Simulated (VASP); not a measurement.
**Ba3SbP: single point with r2SCAN**

Crystal: Ba3SbP.

```
Ba Sb P
1.0
     6.11318    0.00000    0.00000
     0.00000    6.11318    0.00000
     0.00000    0.00000    6.11318
Ba Sb P
3 1 1
Direct
  0.00000 0.50000 0.50000
  0.50000 0.00000 0.50000
  0.50000 0.50000 0.00000
  0.00000 0.00000 0.00000
  0.50000 0.50000 0.50000
```

```yaml
Program: VASP 6.6.1
Task: single point
Functional: r2SCAN
Potentials_or_basis: VASP PAW PBE potentials, release 64 (Ba_sv, Sb, P)
Cutoff: 520 eV
k_mesh: 1 × 1 × 1
Occupations: fermi-dirac, width 0.1 eV
Spin: no spin polarisation
```

```yaml
Pressure: 9.0 GPa
Band_gap_on_the_k_mesh: 0.31 eV
```

Levels at points of the mesh, in eV from the valence-band top:
| k point | band 16 | band 17 | band 18 | band 19 | band 20 | band 21 | band 22 | band 23 | band 24 | band 25 |
| --- | --- | --- | --- | --- | --- | --- | --- | --- | --- | --- |
| (0.00, 0.00, 0.00) | -0.66 | -0.66 | 0.00 | 0.00 | 0.00 | 0.31 | 0.31 | 0.35 | 0.35 | 0.35 |

Run time: 2.4 min on 1 thread of AMD EPYC 7R13, on a shared host, peak memory 0.32 GiB.

Caveat: the k points lie up to 1.03 Å⁻¹ apart; the PAW data sets were made with another functional, which shifts forces and pressure a little; spin-orbit coupling is left out, which moves the levels of the heavy elements. A k mesh can miss the band edges.
